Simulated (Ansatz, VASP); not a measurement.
## C: VASP beside Ansatz

Contents of INCAR:

```
SYSTEM = C
PREC = Accurate
ENCUT = 600
EDIFF = 1E-6
ISMEAR = 0
SIGMA = 0.01
LREAL = .FALSE.
LASPH = .TRUE.
NELM = 120
ALGO = Normal
ISIF = 2
LWAVE = .FALSE.
LCHARG = .FALSE.
GGA = PE
NBANDS = 16
GGA_COMPAT = .FALSE.
```

KPOINTS

```
Automatic mesh
0
G
  9 9 4
  0 0 0
```

POSCAR

```
C
1.0
    2.5031953710      0.0000000000      0.0000000000
   -1.2515976855      2.1678307819      0.0000000000
    0.0000000000      0.0000000000      4.1688692747
C
4
Direct
    0.3333333333      0.6666666667      0.0002313176
    0.6666666667      0.3333333333      0.5002313176
    0.3333333333      0.6666666667      0.3747686824
    0.6666666667      0.3333333333      0.8747686824
```

Input for Ansatz:

```yaml
crystal:
  lattice:
    - [2.503195371, 0.0, 0.0]
    - [-1.2515976855, 2.1678307819, 0.0]
    - [0.0, 0.0, 4.1688692747]
  atoms:
    - { symbol: C, position: [0.3333333333, 0.6666666667, 0.0002313176] }
    - { symbol: C, position: [0.6666666667, 0.3333333333, 0.5002313176] }
    - { symbol: C, position: [0.3333333333, 0.6666666667, 0.3747686824] }
    - { symbol: C, position: [0.6666666667, 0.3333333333, 0.8747686824] }
kpoints:
  mp_grid: { grid: [9, 9, 4] }
hamiltonian:
  xc: pbe
scf:
  occupations: { method: fixed }
  n_extra_bands: 5
  mixing: { ndim: 2 }
  max_iter: 59
output:
  forces: true
  stress: true
  eigenvalues: true
```

Alike in both runs: task single point; functional PBE; k mesh 9 × 9 × 4; no spin polarisation.

|  | VASP | Ansatz |
| --- | --- | --- |
| version | VASP 6.6.1 | Ansatz 0.2.0 |
| potentials or method | VASP PAW PBE potentials, release 64 (C) | plane waves |
| plane-wave cutoff (eV) | 600 | 420 |
| occupations | gaussian, width 0.01 eV | fixed |
| valence electrons in the cell | 16 | 16 |

```csv
,VASP,Ansatz,Ansatz less VASP
gap on the k mesh at the Fermi level (eV),3.31,3.32,+0.012
pressure (GPa),4.2,4.2,+0.01
"traceless stress, the component that is largest in VASP (GPa)",-0.58,-0.49,+0.086
rms of the force components (eV/Å),0.009,0.007,-0.0024
```

Atom by atom the forces differ by 0.002 eV/Å (rms over components).
